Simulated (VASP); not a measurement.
# Rh (P6_3/mmc) in VASP: further runs

Runs on Rh. Level: PBEsol. Tasks: single point.

All numbers are computed with VASP 6.6.1; they aren't measurements. Logs are shortened: lines on timing, memory, paths and dates and some standing lists are left out, and cuts for length are marked.

**1. The cell of the first run**

Symmetry: P6_3/mmc, No. 194, hexagonal system. The conventional cell has a = 2.618 Å, b = 2.618 Å, c = 8.557 Å, α = 90.00°, β = 90.00°, γ = 120.00°. Within 3.5 Å of Rh (site symmetry -3m) lie 12 Rh at 2.62 Å. Within 3.5 Å of Rh (site symmetry -6m2) lie 12 Rh at 2.62 Å.

**2. Single point, PBEsol**

The input, INCAR:

```
  PREC = Accurate
  ENCUT = 520
  EDIFF = 1E-6
  ISMEAR = -1
  SIGMA = 0.1
  LREAL = F
  LASPH = T
  NELM = 100
  ALGO = Normal
  ISIF = 2
  LWAVE = F
  LCHARG = F
  GGA = PS
  NBANDS = 38
```

The input, KPOINTS:

```
regular mesh
0
Gamma
  10 10 3
```

The input, POSCAR:

```
Rh
1.0
    2.6179607404      0.0000000000      0.0000000000
   -1.3089803702      2.2672205060      0.0000000000
    0.0000000000      0.0000000000      8.5569047007
Rh
4
Direct
    0.0000000000      0.0000000000      0.0000000000
    0.3333333333      0.6666666667      0.2500000000
    0.0000000000      0.0000000000      0.5000000000
    0.6666666667      0.3333333333      0.7500000000
```

Potentials or basis: VASP PAW PBE potentials, release 64 (Rh_pv).

Command:

```console
$ cat potpaw_PBE.64/Rh_pv/POTCAR > POTCAR
$ mpirun -np 1 vasp_std > vasp.out
```

OUTCAR:

```text
PREC = Accurate
   ENCUT = 520
   EDIFF = 1E-6
   ISMEAR = -1
   LREAL = F
   LASPH = T
   NELM = 100
   ISIF = 2
   GGA = PS

 ion  position               nearest neighbor table
   1  0.000  0.000  0.000-   2 2.62   4 2.62   4 2.62   2 2.62   4 2.62   2 2.62
   2  0.333  0.667  0.250-   1 2.62   3 2.62   1 2.62   3 2.62   1 2.62   3 2.62
   3  0.000  0.000  0.500-   2 2.62   4 2.62   4 2.62   2 2.62   4 2.62   2 2.62
   4  0.667  0.333  0.750-   1 2.62   3 2.62   1 2.62   3 2.62   1 2.62   3 2.62

  LATTYP: Found a hexagonal cell.
 ALAT       =     2.6179607404
 C/A-ratio  =     3.2685382056

  Lattice vectors:

 A1 = (   2.6179607404,   0.0000000000,   0.0000000000)
 A2 = (  -1.3089803702,   2.2672205060,   0.0000000000)
 A3 = (   0.0000000000,   0.0000000000,   8.5569047007)

Analysis of symmetry for initial positions (statically):
=====================================================================
 Subroutine PRICEL returns:
 Original cell was already a primitive cell.

 Routine SETGRP: Setting up the symmetry group for a
 hexagonal supercell.

 Subroutine GETGRP returns: Found 24 space group operations
 (whereof 12 operations were pure point group operations)
 out of a pool of 24 trial point group operations.

The static configuration has the point symmetry D_3d.
 The point group associated with its full space group is D_6h.

Analysis of symmetry for dynamics (positions and initial velocities):
=====================================================================
 Subroutine PRICEL returns:
 Original cell was already a primitive cell.

 Routine SETGRP: Setting up the symmetry group for a
 hexagonal supercell.

 Subroutine GETGRP returns: Found 24 space group operations
 (whereof 12 operations were pure point group operations)
 out of a pool of 24 trial point group operations.

The dynamic configuration has the point symmetry D_3d.
 The point group associated with its full space group is D_6h.

 Subroutine INISYM returns: Found 24 space group operations
 (whereof 12 operations are pure point group operations),
 and found     1 'primitive' translations

----------------------------------------------------------------------------------------

                                     Primitive cell

  volume of cell :      50.7895

  direct lattice vectors                    reciprocal lattice vectors
     2.617960740  0.000000000  0.000000000     0.381976698  0.220534350  0.000000000
    -1.308980370  2.267220506  0.000000000     0.000000000  0.441068699  0.000000000
     0.000000000  0.000000000  8.556904701     0.000000000  0.000000000  0.116864688

  length of vectors
     2.617960740  2.617960739  8.556904701     0.441068699  0.441068699  0.116864688

  position of ions in fractional coordinates (direct lattice)
     0.000000000  0.000000000  0.000000000
     0.333333333  0.666666667  0.250000000
     0.000000000  0.000000000  0.500000000
     0.666666667  0.333333333  0.750000000

  ion indices of the primitive-cell ions
   primitive index   ion index
                 1           1
                 2           2
                 3           3
                 4           4

----------------------------------------------------------------------------------------

 KPOINTS: regular mesh

Automatic generation of k-mesh.
 Grid dimensions read from file:
 generate k-points for:   10   10    3

 Generating k-lattice:

  Cartesian coordinates                     Fractional coordinates (reciprocal lattice)
     0.038197670  0.022053435  0.000000000     0.100000000  0.000000000  0.000000000
     0.000000000  0.044106870  0.000000000     0.000000000  0.100000000  0.000000000
     0.000000000  0.000000000  0.038954896     0.000000000  0.000000000  0.333333333

  Length of vectors
     0.044106870  0.044106870  0.038954896

  Shift w.r.t. Gamma in fractional coordinates (k-lattice)
     0.000000000  0.000000000  0.000000000

 Subroutine IBZKPT returns following result:
 ===========================================

 Found     28 irreducible k-points:

 Following reciprocal coordinates:
            Coordinates               Weight
  0.000000  0.000000  0.000000      1.000000
  0.100000  0.000000  0.000000      6.000000
  0.200000  0.000000  0.000000      6.000000
  0.300000  0.000000  0.000000      6.000000
  0.400000  0.000000  0.000000      6.000000
  0.500000  0.000000  0.000000      3.000000
[... 16 lines left out ...]
  0.300000  0.100000  0.333333     24.000000
  0.400000  0.100000  0.333333     24.000000
 [... further k-points ...]
   k-points           NKPTS =     28   k-points in BZ     NKDIM =     28   number of bands    NBANDS=     38
   number of dos      NEDOS =    301   number of ions     NIONS =      4
   total plane-waves  NPLWV =  25600
   dimension x,y,z NGX =    20 NGY =   20 NGZ =   64
   dimension x,y,z NGXF=    40 NGYF=   40 NGZF=  128
   ions per type =               4
   NGX,Y,Z   is equivalent  to a cutoff of  12.70, 12.70, 12.43 a.u.
   NGXF,Y,Z  is equivalent  to a cutoff of  25.40, 25.40, 24.87 a.u.
 SYSTEM =  unknown system
   PREC   = accura    normal or accurate (medium, high low for compatibility)
   ISTART =      0    job   : 0-new  1-cont  2-samecut
   ICHARG =      2    charge: 1-file 2-atom 10-const
   ISPIN  =      1    spin polarized calculation?
   LNONCOLLINEAR =      F non collinear calculations
   LSORBIT =      F    spin-orbit coupling
   LASPH  =      T    aspherical Exc in radial PAW
   ENCUT  =  520.0 eV  38.22 Ry    6.18 a.u.   4.87  4.87 15.91*2*pi/ulx,y,z
   NELM   =    100;   NELMIN=  2; NELMDL= -5     # of ELM steps
   EDIFF  = 0.1E-05   stopping-criterion for ELM
   LREAL  =      F    real-space projection
   EDIFFG = 0.1E-04   stopping-criterion for IOM
   NSW    =      0    number of steps for IOM
   IBRION =     -1    ionic relax: 0-MD 1-quasi-New 2-CG
   NFREE  =      0    steps in history (QN), initial steepest desc. (CG)
   ISIF   =      2    stress and relaxation
   ISYM   =      2    0-nonsym 1-usesym 2-fastsym
   POTIM  = 0.5000    time-step for ionic-motion
   TEBEG  =    0.0;   TEEND  =   0.0 temperature during run
   PSTRESS=    0.0 pullay stress
   NELECT =      60.0000    total number of electrons
   NUPDOWN=      -1.0000    fix difference up-down
   EMIN   =  10.00;   EMAX   =-10.00  energy-range for DOS
   EFERMI =   0.00;   METHOD = LEGACY
   ISMEAR =    -1;   SIGMA  =   0.10  broadening in eV -4-tet -1-fermi 0-gaus
   EFERMI_NEDOS =   21; number of points for ismear=-14 and -15
   IALGO  =     38    algorithm
   IMIX   =      4    mixing-type and parameters
     AMIX     =   0.40;   BMIX     =  1.00
     AMIX_MAG =   1.60;   BMIX_MAG =  1.00
  volume/ion in A,a.u.               =      12.70        85.69
  Fermi-wavevector in a.u.,A,eV,Ry     =   1.730616  3.270390 40.749882  2.995032
  Thomas-Fermi vector in A             =   2.805138
   LORBIT       =      0    0 simple, 1 ext, 2 COOP (PROOUT), +10 PAW based schemes
   GGA     = PS    functional components
   LHFCALC =     F    Hartree Fock is set to
   AEXX    =    0.0000 exact exchange contribution
   IVDW    =     0    specifies the selected vdW correction
   LEPSILON=     F    determine dielectric tensor
   LRPA    =     F    only Hartree local field effects (RPA)
 non-spin polarized calculation
  energy-cutoff  :      520.00
  volume of cell :       50.79
 maximum number of plane-waves:      1387
 NGX is ok and might be reduce to    20
   NGX =  9   NGY =  9   NGZ = 31

 number of electron      59.9999991 magnetization

 Free energy of the ion-electron system (eV)
  ---------------------------------------------------
  ext. energy  EPLUGINS =         0.00000000
  ---------------------------------------------------
  free energy    TOTEN  =       -32.37528919 eV

  energy without entropy =      -32.21147660  energy(sigma->0) =      -32.29338289

 E-fermi :  13.3298     XC(G=0): -14.7363

 val. band max:       13.3215900969   @ k =   0.3000   0.1000   0.3333
 cond. band min:      13.3571814787   @ k =   0.4000   0.0000   0.3333
 fundamental gap:      0.0355913818
 Fermi energy:        13.3297558840

 k-point     1 :       0.0000    0.0000    0.0000
  band No.  band energies     occupation
      1     -34.1451      2.00000
      2     -33.6744      2.00000
      3     -33.6718      2.00000
      4     -33.3206      2.00000
      5     -33.3206      2.00000
      6     -33.2670      2.00000
[... 30 lines left out ...]
     37      22.6745      0.00000
     38      27.8098      0.00000

 k-point     2 :       0.1000    0.0000    0.0000
  band No.  band energies     occupation
      1     -34.1148      2.00000
      2     -33.6832      2.00000
      3     -33.6824      2.00000
      4     -33.3911      2.00000
      5     -33.3432      2.00000
      6     -33.3205      2.00000
[... 30 lines left out ...]
     37      22.5944      0.00000
     38      28.3035      0.00000

 k-point     3 :       0.2000    0.0000    0.0000
  band No.  band energies     occupation
      1     -34.0311      2.00000
      2     -33.7509      2.00000
      3     -33.7381      2.00000
      4     -33.5664      2.00000
      5     -33.4752      2.00000
      6     -33.4003      2.00000
[... 30 lines left out ...]
     37      22.4168      0.00000
     38      28.8377      0.00000

 k-point     4 :       0.3000    0.0000    0.0000
  band No.  band energies     occupation
      1     -33.9452      2.00000
      2     -33.9184      2.00000
      3     -33.8434      2.00000
      4     -33.7738      2.00000
      5     -33.7041      2.00000
      6     -33.4678      2.00000
[... 30 lines left out ...]
     37      22.3074      0.00000
     38      25.9438      0.00000
[... 703 lines left out ...]
      4     -33.6663      2.00000
      5     -33.6300      2.00000
      6     -33.5448      2.00000
[... 30 lines left out ...]
     37      24.4339      0.00000
     38      27.2584      0.00000

 k-point    23 :       0.3000    0.1000    0.3333
  band No.  band energies     occupation
      1     -33.9955      2.00000
      2     -33.9424      2.00000
      3     -33.9276      2.00000
      4     -33.8577      2.00000
      5     -33.6918      2.00000
      6     -33.5770      2.00000
[... 30 lines left out ...]
     37      24.5757      0.00000
     38      24.8309      0.00000

 k-point    24 :       0.4000    0.1000    0.3333
  band No.  band energies     occupation
      1     -34.0874      2.00000
      2     -34.0534      2.00000
      3     -34.0022      2.00000
      4     -33.9643      2.00000
      5     -33.6321      2.00000
      6     -33.5879      2.00000
[... 30 lines left out ...]
     37      23.2322      0.00000
     38      23.2641      0.00000

 [... further k-points ...]
[... 5 lines left out ...]
  --------------------------------------------------------------------------------------
  -------------------------------------------------------------------------------------
  Total        6.9106508      6.9106508      7.0694394     -0.0000000      0.0000000      0.0000000
  in kB      217.9997240    217.9997238    223.0087855     -0.0000000      0.0000000      0.0000000
  external PRESSURE =     219.6694111 kB  Pullay stress =       0.0000000 kB

 VOLUME and BASIS-vectors are now :
 -----------------------------------------------------------------------------
  energy-cutoff  :      520.00
  volume of cell :       50.79
      direct lattice vectors                 reciprocal lattice vectors
     2.617960740  0.000000000  0.000000000     0.381976698  0.220534350  0.000000000
    -1.308980370  2.267220506  0.000000000     0.000000000  0.441068699  0.000000000
     0.000000000  0.000000000  8.556904701     0.000000000  0.000000000  0.116864688

 POSITION                                       TOTAL-FORCE (eV/Angst)
 -----------------------------------------------------------------------------------
      0.00000      0.00000      0.00000         0.000000      0.000000      0.000000
     -0.00000      1.51148      2.13923        -0.000000      0.000000      0.000000
      0.00000      0.00000      4.27845         0.000000      0.000000      0.000000
      1.30898      0.75574      6.41768         0.000000     -0.000000     -0.000000
 -----------------------------------------------------------------------------------
    total drift:                                0.000000     -0.000000      0.000000

  FREE ENERGIE OF THE ION-ELECTRON SYSTEM (eV)
  ---------------------------------------------------
  free  energy   TOTEN  =       -32.3752891908 eV

  energy  without entropy=      -32.2114765991  energy(sigma->0) =      -32.29338289
```

Wall time 39 s (1 thread of AMD EPYC 7R13 (Zen 3), shared host); peak memory 0.15 GiB.

Results:

```yaml
Free_energy: -32.3753 eV
Pressure: 22.0 GPa
Band_gap_on_the_k_mesh: zero (band 30 reaches 14.27 eV, above the bottom of band 31 at 12.15 eV)
```

Caveat: the PAW data sets were made with another functional, which shifts forces and pressure a little.

**3. Single point, PBEsol**

This run uses another cell than the first one, of 13.07 Å³/atom, 1.029 times its volume.

The input, INCAR:

```
SYSTEM = Rh
ALGO = Normal
EDIFF = 1E-6
ENCUT = 520
GGA = PS
ISIF = 2
ISMEAR = -1
LASPH = .TRUE.
LCHARG = .FALSE.
LREAL = .FALSE.
LWAVE = .FALSE.
NBANDS = 38
NELM = 60
PREC = Accurate
SIGMA = 0.1
```

The input, KPOINTS:

```
k-points
0
G
  10 10 3
  0 0 0
```

The input, POSCAR:

```
Rh
1.0
    2.6430145186      0.0000000000      0.0000000000
   -1.3215072593      2.2889177143      0.0000000000
    0.0000000000      0.0000000000      8.6387939319
Rh
4
Direct
    0.0000000000      0.0000000000      0.0000000000
    0.3333333333      0.6666666667      0.2500000000
    0.0000000000      0.0000000000      0.5000000000
    0.6666666667      0.3333333333      0.7500000000
```

Potentials or basis: VASP PAW PBE potentials, release 64 (Rh_pv).

Command:

```console
$ cat potpaw_PBE.64/Rh_pv/POTCAR > POTCAR
$ mpirun -np 1 vasp_std > vasp.out
```

Run time: 44 s. Hardware: 1 thread of AMD EPYC 7R13 (Zen 3), shared host; peak memory 0.15 GiB.

Results (log left out):

| Quantity | Value |
| --- | --- |
| Free energy | -32.5279 eV |
| Pressure | 11.3 GPa |
| Band gap on the k mesh | zero (band 30 reaches 13.66 eV, above the bottom of band 31 at 11.63 eV) |

Stress tensor (GPa, compression positive):
```
11.12  0.00  0.00
 0.00 11.12  0.00
 0.00  0.00 11.53
```

Levels at points of the mesh, in eV from the Fermi level:
| k point | band 26 | band 27 | band 28 | band 29 | band 30 | band 31 | band 32 | band 33 |
| --- | --- | --- | --- | --- | --- | --- | --- | --- |
| (0.00, 0.00, 0.00) | -2.89 | -2.89 | -1.58 | -1.58 | -0.94 | -0.94 | -0.39 | -0.39 |
| (0.50, 0.00, 0.00) | 0.59 | 0.60 | 0.64 | 0.71 | 0.89 | 0.90 | 0.94 | 1.12 |

Caveat: the PAW data sets were made with another functional, which shifts forces and pressure a little.

**4. Single point, PBEsol**

This run uses another cell than the first one, of 13.43 Å³/atom, 1.058 times its volume.

INCAR is that of step 3.

KPOINTS is that of step 3.

The input, POSCAR:

```
Rh
1.0
    2.6676021121      0.0000000000      0.0000000000
   -1.3338010561      2.3102111949      0.0000000000
    0.0000000000      0.0000000000      8.7191594207
Rh
4
Direct
    0.0000000000      0.0000000000      0.0000000000
    0.3333333333      0.6666666667      0.2500000000
    0.0000000000      0.0000000000      0.5000000000
    0.6666666667      0.3333333333      0.7500000000
```

Command:

```console
$ cat potpaw_PBE.64/Rh_pv/POTCAR > POTCAR
$ mpirun -np 1 vasp_std > vasp.out
```

Wall time 47 s (1 thread of AMD EPYC 7R13 (Zen 3), shared host); peak memory 0.16 GiB.

The run converged. Its results:

```
Free energy            : -32.5900 eV
Pressure               : 2.2 GPa
Band gap on the k mesh : zero (band 30 reaches 13.08 eV, above the bottom of band 31 at 11.15 eV)
```

Stress tensor (GPa, compression positive):
```
2.08 0.00 0.00
0.00 2.08 0.00
0.00 0.00 2.40
```

Levels at points of the mesh, in eV from the Fermi level:
| k point | band 26 | band 27 | band 28 | band 29 | band 30 | band 31 | band 32 | band 33 |
| --- | --- | --- | --- | --- | --- | --- | --- | --- |
| (0.00, 0.00, 0.00) | -2.77 | -2.77 | -1.51 | -1.51 | -0.90 | -0.90 | -0.37 | -0.37 |
| (0.50, 0.00, 0.00) | 0.56 | 0.57 | 0.61 | 0.68 | 0.85 | 0.85 | 0.90 | 1.14 |

Caveat: the PAW data sets were made with another functional, which shifts forces and pressure a little.

(Continued in part 2 of 2.)
